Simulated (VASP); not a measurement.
# Fe (Fmmm) in VASP: single point with PBE

Aim: the single point of Fe with PBE.

All numbers are computed with VASP 6.6.1; they aren't measurements. Logs are shortened: lines on timing, memory, paths and dates and some standing lists are left out, and cuts for length are marked.

## Step 1: The cell of the first run

The typed cell holds 1 atom: a = 2.776 Å, b = 2.480 Å, c = 2.477 Å, α = 68.11°, β = 56.00°, γ = 55.89°.

## Step 2: Single point, PBE, collinear spin, ferromagnetic start (equal xx and yy strain of +1 %)

INCAR reads:

```
  ALGO = Normal
  EDIFF = 1E-6
  ENCUT = 520
  GGA = PE
  ISIF = 2
  ISMEAR = -1
  ISPIN = 2
  LASPH = T
  LCHARG = T
  LELF = T
  LMAXMIX = 4
  LORBIT = 11
  LREAL = F
  LVHAR = T
  LWAVE = F
  MAGMOM = 3
  NBANDS = 14
  NELM = 150
  PREC = Accurate
  SIGMA = 0.05
```

KPOINTS reads:

```
k-points
0
Gamma
  16 16 16
```

POSCAR reads:

```
Fe
1.0
    0.0000000000      1.9611570875      1.9651051623
    1.5134241070      0.0000000000      1.9651051623
    1.5134241070      1.9611570875      0.0000000000
Fe
1
Direct
    0.0000000000      0.0000000000      0.0000000000
```

Potentials or basis: VASP PAW PBE potentials, release 64 (Fe).

Launch:

```bash
cat potpaw_PBE.64/Fe/POTCAR > POTCAR
mpirun -np 1 vasp_std > vasp.out
```

OUTCAR:

```text
EDIFF = 1E-6
   ENCUT = 520
   GGA = PE
   ISIF = 2
   ISMEAR = -1
   ISPIN = 2
   LASPH = T
   LORBIT = 11
   LREAL = F
   NELM = 150
   PREC = Accurate

 ion  position               nearest neighbor table
   1  0.000  0.000  0.000-

  LATTYP: Found a face centered orthorhombic cell.
 ALAT       =     3.0268482140
 B/A-ratio  =     1.2958410524
 C/A-ratio  =     1.2984497559

  Lattice vectors:

 A1 = (   0.0000000000,   1.9611570875,   1.9651051623)
 A2 = (   1.5134241070,   0.0000000000,   1.9651051623)
 A3 = (   1.5134241070,   1.9611570875,   0.0000000000)

Analysis of symmetry for initial positions (statically):
=====================================================================
 Subroutine PRICEL returns:
 Original cell was already a primitive cell.

 Routine SETGRP: Setting up the symmetry group for a
 face centered orthorhombic supercell.

 Subroutine GETGRP returns: Found  8 space group operations
 (whereof  8 operations were pure point group operations)
 out of a pool of  8 trial point group operations.

The static configuration has the point symmetry D_2h.

Analysis of symmetry for dynamics (positions and initial velocities):
=====================================================================
 Subroutine PRICEL returns:
 Original cell was already a primitive cell.

 Routine SETGRP: Setting up the symmetry group for a
 face centered orthorhombic supercell.

 Subroutine GETGRP returns: Found  8 space group operations
 (whereof  8 operations were pure point group operations)
 out of a pool of  8 trial point group operations.

The dynamic configuration has the point symmetry D_2h.

Analysis of structural, dynamic, and magnetic symmetry:
=====================================================================
 Subroutine PRICEL returns:
 Original cell was already a primitive cell.

 Routine SETGRP: Setting up the symmetry group for a
 face centered orthorhombic supercell.

 Subroutine GETGRP returns: Found  8 space group operations
 (whereof  8 operations were pure point group operations)
 out of a pool of  8 trial point group operations.

The overall configuration has the point symmetry D_2h.

 Subroutine INISYM returns: Found  8 space group operations
 (whereof  8 operations are pure point group operations),
 and found     1 'primitive' translations

----------------------------------------------------------------------------------------

                                     Primitive cell

  volume of cell :      11.6651

  direct lattice vectors                    reciprocal lattice vectors
     0.000000000  1.961157087  1.965105162    -0.330376659  0.254951530  0.254439309
     1.513424107  0.000000000  1.965105162     0.330376659 -0.254951530  0.254439309
     1.513424107  1.961157087  0.000000000     0.330376659  0.254951530 -0.254439309

  length of vectors
     2.776288065  2.480340869  2.477214090     0.488762091  0.488762091  0.488762091

  position of ions in fractional coordinates (direct lattice)
     0.000000000  0.000000000  0.000000000

  ion indices of the primitive-cell ions
   primitive index   ion index
                 1           1

----------------------------------------------------------------------------------------

 KPOINTS: k-points

Automatic generation of k-mesh.
 Grid dimensions read from file:
 generate k-points for:   16   16   16

 Generating k-lattice:

  Cartesian coordinates                     Fractional coordinates (reciprocal lattice)
    -0.020648541  0.015934471  0.015902457     0.062500000 -0.000000000 -0.000000000
     0.020648541 -0.015934471  0.015902457     0.000000000  0.062500000  0.000000000
     0.020648541  0.015934471 -0.015902457    -0.000000000  0.000000000  0.062500000

  Length of vectors
     0.030547631  0.030547631  0.030547631

  Shift w.r.t. Gamma in fractional coordinates (k-lattice)
     0.000000000  0.000000000  0.000000000

 Subroutine IBZKPT returns following result:
 ===========================================

 Found    621 irreducible k-points:

 Following reciprocal coordinates:
            Coordinates               Weight
  0.000000  0.000000  0.000000      1.000000
  0.062500 -0.000000 -0.000000      8.000000
  0.125000 -0.000000 -0.000000      8.000000
  0.187500 -0.000000 -0.000000      8.000000
  0.250000 -0.000000 -0.000000      8.000000
  0.312500 -0.000000 -0.000000      8.000000
[... 16 lines left out ...]
 -0.125000  0.062500  0.000000      8.000000
 -0.062500  0.062500  0.000000      4.000000
 [... further k-points ...]
   k-points           NKPTS =    621   k-points in BZ     NKDIM =    621   number of bands    NBANDS=     14
   number of dos      NEDOS =    301   number of ions     NIONS =      1
   total plane-waves  NPLWV =   7776
   dimension x,y,z NGX =    24 NGY =   18 NGZ =   18
   dimension x,y,z NGXF=    48 NGYF=   36 NGZF=   36
   ions per type =               1
   NGX,Y,Z   is equivalent  to a cutoff of  14.37, 12.06, 12.08 a.u.
   NGXF,Y,Z  is equivalent  to a cutoff of  28.74, 24.13, 24.16 a.u.
 SYSTEM =  unknown system
   PREC   = accura    normal or accurate (medium, high low for compatibility)
   ISTART =      0    job   : 0-new  1-cont  2-samecut
   ICHARG =      2    charge: 1-file 2-atom 10-const
   ISPIN  =      2    spin polarized calculation?
   LNONCOLLINEAR =      F non collinear calculations
   LSORBIT =      F    spin-orbit coupling
   LASPH  =      T    aspherical Exc in radial PAW
   ENCUT  =  520.0 eV  38.22 Ry    6.18 a.u.   5.16  4.61  4.61*2*pi/ulx,y,z
   NELM   =    150;   NELMIN=  2; NELMDL= -5     # of ELM steps
   EDIFF  = 0.1E-05   stopping-criterion for ELM
   LREAL  =      F    real-space projection
   EDIFFG = 0.1E-04   stopping-criterion for IOM
   NSW    =      0    number of steps for IOM
   IBRION =     -1    ionic relax: 0-MD 1-quasi-New 2-CG
   NFREE  =      0    steps in history (QN), initial steepest desc. (CG)
   ISIF   =      2    stress and relaxation
   ISYM   =      2    0-nonsym 1-usesym 2-fastsym
   POTIM  = 0.5000    time-step for ionic-motion
   TEBEG  =    0.0;   TEEND  =   0.0 temperature during run
   PSTRESS=    0.0 pullay stress
   NELECT =       8.0000    total number of electrons
   NUPDOWN=      -1.0000    fix difference up-down
   EMIN   =  10.00;   EMAX   =-10.00  energy-range for DOS
   EFERMI =   0.00;   METHOD = LEGACY
   ISMEAR =    -1;   SIGMA  =   0.05  broadening in eV -4-tet -1-fermi 0-gaus
   EFERMI_NEDOS =   21; number of points for ismear=-14 and -15
   IALGO  =     38    algorithm
   IMIX   =      4    mixing-type and parameters
     AMIX     =   0.40;   BMIX     =  1.00
     AMIX_MAG =   1.60;   BMIX_MAG =  1.00
  volume/ion in A,a.u.               =      11.67        78.72
  Fermi-wavevector in a.u.,A,eV,Ry     =   1.443694  2.728186 28.357984  2.084253
  Thomas-Fermi vector in A             =   2.562073
   LORBIT       =     11    0 simple, 1 ext, 2 COOP (PROOUT), +10 PAW based schemes
   GGA     = PE    functional components
   LHFCALC =     F    Hartree Fock is set to
   AEXX    =    0.0000 exact exchange contribution
   IVDW    =     0    specifies the selected vdW correction
   LEPSILON=     F    determine dielectric tensor
   LRPA    =     F    only Hartree local field effects (RPA)
 spin polarized calculation
  energy-cutoff  :      520.00
  volume of cell :       11.67
 maximum number of plane-waves:       337
 NGX is ok and might be reduce to    24
   NGX = 11   NGY =  9   NGZ =  9

 number of electron       7.9999999 magnetization       2.2700884

 Free energy of the ion-electron system (eV)
  ---------------------------------------------------
  ext. energy  EPLUGINS =         0.00000000
  ---------------------------------------------------
  free energy    TOTEN  =        -8.22224559 eV

  energy without entropy =       -8.21273713  energy(sigma->0) =       -8.21749136

 E-fermi :   5.5585     XC(G=0): -12.9645

 val. band max:        5.5542158377   @ k =   0.3750  -0.0000   0.2500
 cond. band min:       5.5595126575   @ k =  -0.1875   0.2500   0.4375
 fundamental gap:      0.0052968198
 Fermi energy:         5.5584648720

 spin component 1

 k-point     1 :       0.0000    0.0000    0.0000
  band No.  band energies     occupation
      1      -2.7283      1.00000
      2       3.1897      1.00000
      3       3.2039      1.00000
      4       3.5682      1.00000
      5       4.2202      1.00000
      6       4.6122      1.00000
      7      29.1945      0.00000
      8      30.8320      0.00000
      9      30.8734      0.00000
     10      34.7329      0.00000
     11      35.8260      0.00000
     12      35.9012      0.00000
     13      36.5039      0.00000
     14      36.5186      0.00000
[... 375 lines left out ...]
 k-point    24 :      -0.0625    0.0625    0.0000
  band No.  band energies     occupation
      1      -2.2824      1.00000
      2       3.1669      1.00000
      3       3.2382      1.00000
      4       3.6933      1.00000
      5       4.1277      1.00000
      6       4.5766      1.00000
      7      27.3425      0.00000
      8      28.9125      0.00000
      9      30.5368      0.00000
     10      33.5784      0.00000
     11      34.0962      0.00000
     12      35.9632      0.00000
     13      36.3631      0.00000
     14      38.3918      0.00000

 [... further k-points ...]

 spin component 2

 k-point     1 :       0.0000    0.0000    0.0000
  band No.  band energies     occupation
      1      -2.5515      1.00000
      2       5.1132      0.99986
      3       5.1379      0.99978
      4       5.7237      0.03542
      5       6.8932      0.00000
      6       7.5229      0.00000
      7      28.9065      0.00000
      8      30.6436      0.00000
      9      30.6920      0.00000
     10      35.0897      0.00000
     11      35.8946      0.00000
     12      36.8814      0.00000
     13      37.1627      0.00000
     14      37.1758      0.00000
[... 375 lines left out ...]
 k-point    24 :      -0.0625    0.0625    0.0000
  band No.  band energies     occupation
      1      -2.1028      1.00000
      2       5.0857      0.99992
      3       5.1758      0.99953
      4       5.8365      0.00383
      5       6.7624      0.00000
      6       7.4800      0.00000
      7      27.4266      0.00000
      8      29.0466      0.00000
      9      30.4261      0.00000
     10      34.1050      0.00000
     11      34.6245      0.00000
     12      36.4090      0.00000
     13      36.7431      0.00000
     14      39.0939      0.00000

 [... further k-points ...]

------------------------ aborting loop because EDIFF is reached ----------------------------------------

  FORCE on cell =-STRESS in cart. coord.  units (eV):
  Direction    XX          YY          ZZ          XY          YZ          ZX
  --------------------------------------------------------------------------------------
  -------------------------------------------------------------------------------------
  Total       -0.6501141     -0.0640013     -0.0816689     -0.0000000      0.0000000      0.0000000
  in kB      -89.2917490     -8.7904452    -11.2170434     -0.0000000      0.0000000      0.0000000
  external PRESSURE =     -36.4330792 kB  Pullay stress =       0.0000000 kB

 VOLUME and BASIS-vectors are now :
 -----------------------------------------------------------------------------
  energy-cutoff  :      520.00
  volume of cell :       11.67
      direct lattice vectors                 reciprocal lattice vectors
     0.000000000  1.961157087  1.965105162    -0.330376659  0.254951530  0.254439309
     1.513424107  0.000000000  1.965105162     0.330376659 -0.254951530  0.254439309
     1.513424107  1.961157087  0.000000000     0.330376659  0.254951530 -0.254439309

 POSITION                                       TOTAL-FORCE (eV/Angst)
 -----------------------------------------------------------------------------------
      0.00000      0.00000      0.00000         0.000000      0.000000      0.000000
 -----------------------------------------------------------------------------------
    total drift:                                0.000000     -0.000000     -0.000000

  FREE ENERGIE OF THE ION-ELECTRON SYSTEM (eV)
  ---------------------------------------------------
  free  energy   TOTEN  =        -8.2222455911 eV

  energy  without entropy=       -8.2127371319  energy(sigma->0) =       -8.21749136

 total charge

# of ion       s       p       d       tot
------------------------------------------
    1        0.477   0.517   6.221   7.216

 magnetization (x)

# of ion       s       p       d       tot
------------------------------------------
    1       -0.013  -0.052   2.336   2.270
```

It took 3.5 min on 1 thread of Intel Xeon 8259CL, shared host; peak memory 0.27 GiB.

What came out:

```
Free energy                                           : -8.2222 eV
Pressure                                              : -3.6 GPa
Net moment                                            : 2.27 μB per cell
Site moments                                          : Fe +2.27 μB
Valence electrons inside the program's atomic spheres : Fe 7.22
```

Caveat: the cell differs from its parent crystal (equal xx and yy strain of +1 %); the cell stands under tension.
